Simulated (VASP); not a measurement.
# Hf (Im-3m) in VASP: further runs

Hf is run at these levels: PBE; tasks: single point, relaxation of cell and atoms.

All numbers are computed with VASP 6.6.1; they aren't measurements. Logs are shortened: lines on timing, memory, paths and dates and some standing lists are left out, and cuts for length are marked.

## 1. The cell of the first run

The structure is cubic, space group Im-3m (No. 229). The conventional cell has a = 3.365 Å, b = 3.365 Å, c = 3.365 Å, α = 90.00°, β = 90.00°, γ = 90.00°. Within 3.8 Å of Hf (site symmetry m-3m) lie 14 Hf at 2.91 to 3.37 Å.

This isn't the form of Hf at room conditions, which is hcp.

## 2. Single point, PBE

The input, INCAR:

```
PREC = Accurate
ENCUT = 500
EDIFF = 1E-6
ISMEAR = -1
SIGMA = 0.05
LREAL = F
LASPH = T
NELM = 120
ALGO = Normal
ISIF = 2
LWAVE = F
LCHARG = F
GGA = PE
NBANDS = 11
GGA_COMPAT = F
```

The input, KPOINTS:

```
regular mesh
0
Gamma
  17 17 17
```

The input, POSCAR:

```
Hf
1.0
   -1.6826650571      1.6826650571      1.6826650571
    1.6826650571     -1.6826650571      1.6826650571
    1.6826650571      1.6826650571     -1.6826650571
Hf
1
Direct
    0.0000000000      0.0000000000      0.0000000000
```

Potentials or basis: VASP PAW PBE potentials, release 64 (Hf_pv).

On the command line:

```bash
$ cat potpaw_PBE.64/Hf_pv/POTCAR > POTCAR
$ mpirun -np 1 vasp_std > vasp.out
```

OUTCAR:

```text
PREC = Accurate
   ENCUT = 500
   EDIFF = 1E-6
   ISMEAR = -1
   LREAL = F
   LASPH = T
   NELM = 120
   ISIF = 2
   GGA = PE

 ion  position               nearest neighbor table
   1  0.000  0.000  0.000-

  LATTYP: Found a body centered cubic cell.
 ALAT       =     3.3653301142

  Lattice vectors:

 A1 = (  -1.6826650571,   1.6826650571,   1.6826650571)
 A2 = (   1.6826650571,  -1.6826650571,   1.6826650571)
 A3 = (   1.6826650571,   1.6826650571,  -1.6826650571)

Analysis of symmetry for initial positions (statically):
=====================================================================
 Subroutine PRICEL returns:
 Original cell was already a primitive cell.

 Routine SETGRP: Setting up the symmetry group for a
 body centered cubic supercell.

 Subroutine GETGRP returns: Found 48 space group operations
 (whereof 48 operations were pure point group operations)
 out of a pool of 48 trial point group operations.

The static configuration has the point symmetry O_h .

Analysis of symmetry for dynamics (positions and initial velocities):
=====================================================================
 Subroutine PRICEL returns:
 Original cell was already a primitive cell.

 Routine SETGRP: Setting up the symmetry group for a
 body centered cubic supercell.

 Subroutine GETGRP returns: Found 48 space group operations
 (whereof 48 operations were pure point group operations)
 out of a pool of 48 trial point group operations.

The dynamic configuration has the point symmetry O_h .

 Subroutine INISYM returns: Found 48 space group operations
 (whereof 48 operations are pure point group operations),
 and found     1 'primitive' translations

----------------------------------------------------------------------------------------

                                     Primitive cell

  volume of cell :      19.0569

  direct lattice vectors                    reciprocal lattice vectors
    -1.682665057  1.682665057  1.682665057     0.000000000  0.297147669  0.297147669
     1.682665057 -1.682665057  1.682665057     0.297147669  0.000000000  0.297147669
     1.682665057  1.682665057 -1.682665057     0.297147669  0.297147669  0.000000000

  length of vectors
     2.914461371  2.914461371  2.914461371     0.420230264  0.420230264  0.420230264

  position of ions in fractional coordinates (direct lattice)
     0.000000000  0.000000000  0.000000000

  ion indices of the primitive-cell ions
   primitive index   ion index
                 1           1

----------------------------------------------------------------------------------------

 KPOINTS: regular mesh

Automatic generation of k-mesh.
 Grid dimensions read from file:
 generate k-points for:   17   17   17

 Generating k-lattice:

  Cartesian coordinates                     Fractional coordinates (reciprocal lattice)
     0.000000000  0.017479275  0.017479275     0.058823529  0.000000000  0.000000000
     0.017479275  0.000000000  0.017479275     0.000000000  0.058823529  0.000000000
     0.017479275  0.017479275  0.000000000     0.000000000  0.000000000  0.058823529

  Length of vectors
     0.024719427  0.024719427  0.024719427

  Shift w.r.t. Gamma in fractional coordinates (k-lattice)
     0.000000000  0.000000000  0.000000000

 Subroutine IBZKPT returns following result:
 ===========================================

 Found    165 irreducible k-points:

 Following reciprocal coordinates:
            Coordinates               Weight
  0.000000  0.000000  0.000000      1.000000
  0.058824  0.000000  0.000000     12.000000
  0.117647  0.000000  0.000000     12.000000
  0.176471  0.000000  0.000000     12.000000
  0.235294  0.000000  0.000000     12.000000
  0.294118  0.000000  0.000000     12.000000
[... 16 lines left out ...]
  0.411765  0.117647  0.000000     48.000000
  0.176471  0.176471  0.000000     24.000000
 [... further k-points ...]
   k-points           NKPTS =    165   k-points in BZ     NKDIM =    165   number of bands    NBANDS=     11
   number of dos      NEDOS =    301   number of ions     NIONS =      1
   total plane-waves  NPLWV =  13824
   dimension x,y,z NGX =    24 NGY =   24 NGZ =   24
   dimension x,y,z NGXF=    48 NGYF=   48 NGZF=   48
   ions per type =               1
   NGX,Y,Z   is equivalent  to a cutoff of  13.69, 13.69, 13.69 a.u.
   NGXF,Y,Z  is equivalent  to a cutoff of  27.38, 27.38, 27.38 a.u.
 SYSTEM =  unknown system
   PREC   = accura    normal or accurate (medium, high low for compatibility)
   ISTART =      0    job   : 0-new  1-cont  2-samecut
   ICHARG =      2    charge: 1-file 2-atom 10-const
   ISPIN  =      1    spin polarized calculation?
   LNONCOLLINEAR =      F non collinear calculations
   LSORBIT =      F    spin-orbit coupling
   LASPH  =      T    aspherical Exc in radial PAW
   ENCUT  =  500.0 eV  36.75 Ry    6.06 a.u.   5.31  5.31  5.31*2*pi/ulx,y,z
   NELM   =    120;   NELMIN=  2; NELMDL= -5     # of ELM steps
   EDIFF  = 0.1E-05   stopping-criterion for ELM
   LREAL  =      F    real-space projection
   EDIFFG = 0.1E-04   stopping-criterion for IOM
   NSW    =      0    number of steps for IOM
   IBRION =     -1    ionic relax: 0-MD 1-quasi-New 2-CG
   NFREE  =      0    steps in history (QN), initial steepest desc. (CG)
   ISIF   =      2    stress and relaxation
   ISYM   =      2    0-nonsym 1-usesym 2-fastsym
   POTIM  = 0.5000    time-step for ionic-motion
   TEBEG  =    0.0;   TEEND  =   0.0 temperature during run
   PSTRESS=    0.0 pullay stress
   NELECT =      10.0000    total number of electrons
   NUPDOWN=      -1.0000    fix difference up-down
   EMIN   =  10.00;   EMAX   =-10.00  energy-range for DOS
   EFERMI =   0.00;   METHOD = LEGACY
   ISMEAR =    -1;   SIGMA  =   0.05  broadening in eV -4-tet -1-fermi 0-gaus
   EFERMI_NEDOS =   21; number of points for ismear=-14 and -15
   IALGO  =     38    algorithm
   IMIX   =      4    mixing-type and parameters
     AMIX     =   0.40;   BMIX     =  1.00
     AMIX_MAG =   1.60;   BMIX_MAG =  1.00
  volume/ion in A,a.u.               =      19.06       128.60
  Fermi-wavevector in a.u.,A,eV,Ry     =   1.320456  2.495299 23.723161  1.743603
  Thomas-Fermi vector in A             =   2.450281
   LORBIT       =      0    0 simple, 1 ext, 2 COOP (PROOUT), +10 PAW based schemes
   GGA     = PE    functional components
   LHFCALC =     F    Hartree Fock is set to
   AEXX    =    0.0000 exact exchange contribution
   IVDW    =     0    specifies the selected vdW correction
   LEPSILON=     F    determine dielectric tensor
   LRPA    =     F    only Hartree local field effects (RPA)
 non-spin polarized calculation
  energy-cutoff  :      500.00
  volume of cell :       19.06
 maximum number of plane-waves:       494
 NGX is ok and might be reduce to    24
   NGX = 11   NGY = 11   NGZ = 11

 number of electron      10.0000000 magnetization

 number of electron       9.9999999 magnetization

 Free energy of the ion-electron system (eV)
  ---------------------------------------------------
  ext. energy  EPLUGINS =         0.00000000
  ---------------------------------------------------
  free energy    TOTEN  =        -9.57449071 eV

  energy without entropy =       -9.56244092  energy(sigma->0) =       -9.56846582

 E-fermi :   5.7224     XC(G=0): -12.0329

 val. band max:        5.7105508591   @ k =   0.2941   0.1765   0.1765
 cond. band min:       5.7296281616   @ k =  -0.3529  -0.4706   0.1176
 fundamental gap:      0.0190773026
 Fermi energy:         5.7223788304

 k-point     1 :       0.0000    0.0000    0.0000
  band No.  band energies     occupation
      1     -23.4835      2.00000
      2     -23.4835      2.00000
      3     -23.4835      2.00000
      4      -1.8060      2.00000
      5       7.3550      0.00000
      6       7.3550      0.00000
      7       7.3550      0.00000
      8      10.6211      0.00000
      9      10.6211      0.00000
     10      19.5607      0.00000
     11      19.7919      0.00000

 k-point     2 :       0.0588    0.0000    0.0000
  band No.  band energies     occupation
      1     -23.5352      2.00000
      2     -23.4988      2.00000
      3     -23.4839      2.00000
      4      -1.6490      2.00000
      5       7.2404      0.00000
      6       7.3131      0.00000
      7       7.5097      0.00000
      8      10.4213      0.00000
      9      10.6154      0.00000
     10      19.5606      0.00000
     11      19.9523      0.00000

 k-point     3 :       0.1176    0.0000    0.0000
  band No.  band energies     occupation
      1     -23.6810      2.00000
      2     -23.5422      2.00000
      3     -23.4851      2.00000
      4      -1.1976      2.00000
      5       6.9316      0.00000
      6       7.1374      0.00000
      7       7.9690      0.00000
      8      10.0508      0.00000
      9      10.6129      0.00000
     10      19.5601      0.00000
     11      20.3626      0.00000

 k-point     4 :       0.1765    0.0000    0.0000
  band No.  band energies     occupation
      1     -23.8955      2.00000
      2     -23.6074      2.00000
      3     -23.4870      2.00000
      4      -0.5118      2.00000
      5       6.5086      0.00000
      6       6.7681      0.00000
      7       8.7182      0.00000
      8       9.8762      0.00000
      9      10.6468      0.00000
     10      19.5589      0.00000
     11      20.7443      0.00000
[... 239 lines left out ...]
 k-point    22 :       0.3529    0.1176   -0.0000
  band No.  band energies     occupation
      1     -24.7235      2.00000
      2     -23.9405      2.00000
      3     -23.5610      2.00000
      4       2.2221      2.00000
      5       5.0755      2.00000
      6       6.4074      0.00000
      7      10.3501      0.00000
      8      11.7109      0.00000
      9      14.2091      0.00000
     10      18.0071      0.00000
     11      18.9342      0.00000

 k-point    23 :       0.4118    0.1176    0.0000
  band No.  band energies     occupation
      1     -24.7920      2.00000
      2     -23.9759      2.00000
      3     -23.5627      2.00000
      4       2.2641      2.00000
      5       4.9786      2.00000
      6       6.8727      0.00000
      7      10.3390      0.00000
      8      11.9136      0.00000
      9      15.1566      0.00000
     10      17.4660      0.00000
     11      18.1799      0.00000

 k-point    24 :       0.1765    0.1765    0.0000
  band No.  band energies     occupation
      1     -24.3777      2.00000
      2     -23.7770      2.00000
      3     -23.5765      2.00000
      4       1.4708      2.00000
      5       5.4843      1.98305
      6       5.8449      0.15872
      7       9.6046      0.00000
      8      11.4379      0.00000
      9      11.5307      0.00000
     10      19.5350      0.00000
     11      20.1333      0.00000

 [... further k-points ...]
[... 5 lines left out ...]
  --------------------------------------------------------------------------------------
  -------------------------------------------------------------------------------------
  Total        2.3407060      2.3407060      2.3407060     -0.0000000     -0.0000000      0.0000000
  in kB      196.7906352    196.7906352    196.7906352     -0.0000000     -0.0000000      0.0000000
  external PRESSURE =     196.7906352 kB  Pullay stress =       0.0000000 kB

 VOLUME and BASIS-vectors are now :
 -----------------------------------------------------------------------------
  energy-cutoff  :      500.00
  volume of cell :       19.06
      direct lattice vectors                 reciprocal lattice vectors
    -1.682665057  1.682665057  1.682665057     0.000000000  0.297147669  0.297147669
     1.682665057 -1.682665057  1.682665057     0.297147669  0.000000000  0.297147669
     1.682665057  1.682665057 -1.682665057     0.297147669  0.297147669  0.000000000

 POSITION                                       TOTAL-FORCE (eV/Angst)
 -----------------------------------------------------------------------------------
      0.00000      0.00000      0.00000         0.000000      0.000000     -0.000000
 -----------------------------------------------------------------------------------
    total drift:                                0.000000      0.000000      0.000000

  FREE ENERGIE OF THE ION-ELECTRON SYSTEM (eV)
  ---------------------------------------------------
  free  energy   TOTEN  =        -9.5744907125 eV

  energy  without entropy=       -9.5624409234  energy(sigma->0) =       -9.56846582
```

Run time: 9.8 s. Hardware: 1 thread of Intel Xeon 6975P-C (Granite Rapids), shared host; peak memory 0.16 GiB.

What came out:

- Free energy: -9.5745 eV
- Pressure: 19.7 GPa
- Band gap on the k mesh: zero (bands 5 and 6 overlap by 2.51 eV)

Caveat: the cell stands under pressure; spin-orbit coupling is left out, which moves the levels of the heavy elements.

## 3. Single point, PBE

This run uses another cell than the first one, of 22.31 Å³/atom.

Changes to INCAR since step 2:

```diff
@@ -11,4 +11,6 @@
 LWAVE = F
-LCHARG = F
+LCHARG = T
 GGA = PE
+LELF = T
+LVHAR = T
 NBANDS = 11
```

The input, KPOINTS:

```
Automatic mesh
0
Gamma
  17 17 17
```

The input, POSCAR:

```
Hf
1.0
   -1.7733770032      1.7733770032      1.7733770032
    1.7733770032     -1.7733770032      1.7733770032
    1.7733770032      1.7733770032     -1.7733770032
Hf
1
Direct
    0.0000000000      0.0000000000      0.0000000000
```

Potentials or basis: VASP PAW PBE potentials, release 64 (Hf_pv).

On the command line:

```bash
$ cat potpaw_PBE.64/Hf_pv/POTCAR > POTCAR
$ mpirun -np 1 vasp_std > vasp.out
```

Run time: 14 s. Hardware: 1 thread of Intel Xeon 6975P-C (Granite Rapids), shared host; peak memory 0.16 GiB.

It converged, with:

- Free energy: -9.7503 eV
- Pressure: -0.3 GPa
- Band gap on the k mesh: zero (bands 5 and 6 overlap by 2.24 eV)

Levels at points of the mesh, in eV from the Fermi level:
| k point | band 3 | band 4 | band 5 | band 6 | band 7 | band 8 |
| --- | --- | --- | --- | --- | --- | --- |
| (0.00, 0.00, 0.00) | -29.82 | -7.04 | 1.54 | 1.54 | 1.54 | 4.32 |

Caveat: spin-orbit coupling is left out, which moves the levels of the heavy elements.

## 4. Relaxation of cell and atoms, PBE

This run uses another cell than the first one, of 22.37 Å³/atom.

The input, INCAR:

```
PREC     = Accurate       # precision mode
ENCUT    = 500            # plane-wave cutoff, eV
EDIFF    = 1E-7           # SCF threshold, eV
ISMEAR   = -1             # smearing method
SIGMA    = 0.05           # smearing width, eV
LREAL    = F              # projectors in reciprocal space
LASPH    = T              # aspherical terms in the spheres
NELM     = 120            # most SCF steps
ALGO     = Normal         # electronic algorithm
ISIF     = 3              # what is computed and relaxed
LWAVE    = F              # write WAVECAR
LCHARG   = F              # write CHGCAR
GGA      = PE             # functional
IBRION   = 2              # ionic algorithm
NSW      = 60             # ionic steps
EDIFFG   = -0.03          # ionic threshold
GGA_COMPAT= F            
NELMIN   = 4
```

The input, KPOINTS:

```
regular mesh
0
Gamma
  17 17 17
```

The input, POSCAR:

```
Hf
1.0
   -1.7750000000      1.7750000000      1.7750000000
    1.7750000000     -1.7750000000      1.7750000000
    1.7750000000      1.7750000000     -1.7750000000
Hf
1
Direct
    0.0000000000      0.0000000000      0.0000000000
```

On the command line:

```bash
$ cat potpaw_PBE.64/Hf_pv/POTCAR > POTCAR
$ mpirun -np 1 vasp_std > vasp.out
```

Wall time 18 s (1 thread of Intel Xeon 6975P-C (Granite Rapids), shared host); peak memory 0.17 GiB.

It converged, with:

| Quantity | Value |
| --- | --- |
| Free energy | -9.7504 eV |
| Relaxed volume | 22.23 Å³/atom |
| Relaxed cell | a = 3.068 Å, b = 3.068 Å, c = 3.068 Å, α = 109.47°, β = 109.47°, γ = 109.47° |
| Space group after relaxing (to 0.1 Å) | Im-3m (No. 229) |
| Energy gained by relaxing | 0.3 meV/atom |
| Ionic steps | 3 |
| Pressure after relaxing | 0.0 GPa |
| Band gap on the k mesh | zero (bands 5 and 6 overlap by 2.24 eV) |

Step by step:
| step | energy change (eV) | largest force (eV/Å) | pressure (GPa) | volume (Å³) |
| --- | --- | --- | --- | --- |
| 1 | 0.0000 | 0.0000 | -0.62 | 22.37 |
| 2 | 0.0000 | 0.0000 | 0.66 | 22.09 |
| 3 | -0.0003 | 0.0000 | 0.00 | 22.23 |

Final structure:
```yaml
crystal:
  lattice:
    - [-1.77135, 1.77135, 1.77135]
    - [1.77135, -1.77135, 1.77135]
    - [1.77135, 1.77135, -1.77135]
  atoms:
    - { symbol: Hf, position: [0.00000, 0.00000, 0.00000] }
```

Levels at points of the mesh, in eV from the Fermi level:
| k point | band 2 | band 3 | band 4 | band 5 | band 6 | band 7 | band 8 | band 9 |
| --- | --- | --- | --- | --- | --- | --- | --- | --- |
| (0.00, 0.00, 0.00) | -29.80 | -29.80 | -7.05 | 1.54 | 1.54 | 1.54 | 4.34 | 4.34 |

Caveat: spin-orbit coupling is left out, which moves the levels of the heavy elements.

## 5. Relaxation of cell and atoms, PBE, target pressure 20 GPa, at which the enthalpy is minimised

This run uses another cell than the first one, of 22.37 Å³/atom.

The input, INCAR:

```
SYSTEM = Hf
ALGO     = Normal         ! electronic algorithm
EDIFF    = 1E-7           ! SCF threshold, eV
EDIFFG   = -0.03          ! ionic threshold
ENCUT    = 500            ! plane-wave cutoff, eV
GGA      = PE             ! functional
GGA_COMPAT= .FALSE.      
IBRION   = 2              ! ionic algorithm
ISIF     = 3              ! what is computed and relaxed
ISMEAR   = -1             ! smearing method
LASPH    = .TRUE.         ! aspherical terms in the spheres
LCHARG   = .FALSE.        ! write CHGCAR
LREAL    = .FALSE.        ! projectors in reciprocal space
LWAVE    = .FALSE.        ! write WAVECAR
NELM     = 120            ! most SCF steps
NELMIN   = 4            
NSW      = 60             ! ionic steps
PREC     = Accurate       ! precision mode
PSTRESS  = 200.0        
SIGMA    = 0.05           ! smearing width, eV
```

The input, KPOINTS:

```
k-points
0
G
  17 17 17
  0 0 0
```

POSCAR is that of step 4.

On the command line:

```bash
$ cat potpaw_PBE.64/Hf_pv/POTCAR > POTCAR
$ mpirun -np 1 vasp_std > vasp.out
```

It took 32 s on 1 thread of Intel Xeon 6975P-C (Granite Rapids), shared host; peak memory 0.17 GiB.

It converged, with:

- Free energy: -9.5693 eV
- Relaxed volume: 19.01 Å³/atom
- Relaxed cell: a = 2.912 Å, b = 2.912 Å, c = 2.912 Å, α = 109.47°, β = 109.47°, γ = 109.47°
- Space group after relaxing (to 0.1 Å): Im-3m (No. 229)
- Energy change on relaxing (the run minimises the enthalpy): +180.8 meV/atom
- Ionic steps: 5
- Pressure after relaxing: 20.1 GPa
- Band gap on the k mesh: zero (bands 5 and 6 overlap by 2.52 eV)

The path:
```csv
step,energy change (eV),largest force (eV/Å),pressure (GPa),volume (Å³)
1,0.0000,0.0000,-0.62,22.37
2,1.6438,0.0000,91.72,14.28
3,0.1458,0.0000,17.64,19.31
4,0.1730,0.0000,19.56,19.07
5,0.1808,0.0000,20.08,19.01
```

Final structure:
```
Hf
1.0
    -1.68128    1.68128    1.68128
     1.68128   -1.68128    1.68128
     1.68128    1.68128   -1.68128
Hf
1
Direct
  0.00000 0.00000 0.00000
```

Levels at points of the mesh, in eV from the Fermi level:
```csv
k point,band 2,band 3,band 4,band 5,band 6,band 7,band 8,band 9
"(0.00, 0.00, 0.00)",-29.20,-29.20,-7.54,1.63,1.63,1.63,4.91,4.91
```

Caveat: the cell is relaxed towards a set pressure, so the run minimises the enthalpy, not the energy; the volume moved by over 15 % at a fixed basis, so the end points are rough; spin-orbit coupling is left out, which moves the levels of the heavy elements.

[end of part 1 of 2]

The gap in the log of VASP goes by the Fermi energy; the results here count the filled bands.